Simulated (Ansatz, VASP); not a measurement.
**Mo in VASP and in Ansatz**

```
CELL_PARAMETERS angstrom
3.16044 0.00000 0.00000
0.00000 3.16044 0.00000
0.00000 0.00000 26.06154
ATOMIC_POSITIONS crystal
Mo 0.50000 0.50000 0.29430
Mo 0.00000 0.00000 0.34672
Mo 0.50000 0.50000 0.41052
Mo 0.00000 0.00000 0.46852
Mo 0.50000 0.50000 0.53148
Mo 0.00000 0.00000 0.58948
Mo 0.50000 0.50000 0.65328
Mo 0.00000 0.00000 0.70570
```

Alike in both runs: functional PBE; k mesh 11 × 11 × 1; occupations gaussian, width 0.1 eV; no spin polarisation.

Ansatz relaxed the structure, and its values are those at the end. VASP's run is a single point on that final structure, the one shown.

|  | VASP | Ansatz |
| --- | --- | --- |
| version | VASP 6.6.1 | Ansatz 0.2.0 |
| potentials or method | VASP PAW PBE potentials, release 64 (Mo_sv), cutoff 520 eV | scalar-relativistic, plane waves, PAW |
| valence electrons in the cell | 112 | 112 |

|  | VASP | Ansatz | Ansatz less VASP |
| --- | --- | --- | --- |
| gap on the k mesh at the Fermi level (eV) | none | none | - |
| rms of the force components (eV/Å) | 0.013 | 0.003 | -0.0096 |

A gap of «none» marks a metal or a gap that the smearing closes. Ansatz's warnings: xc potential rough in thin density.
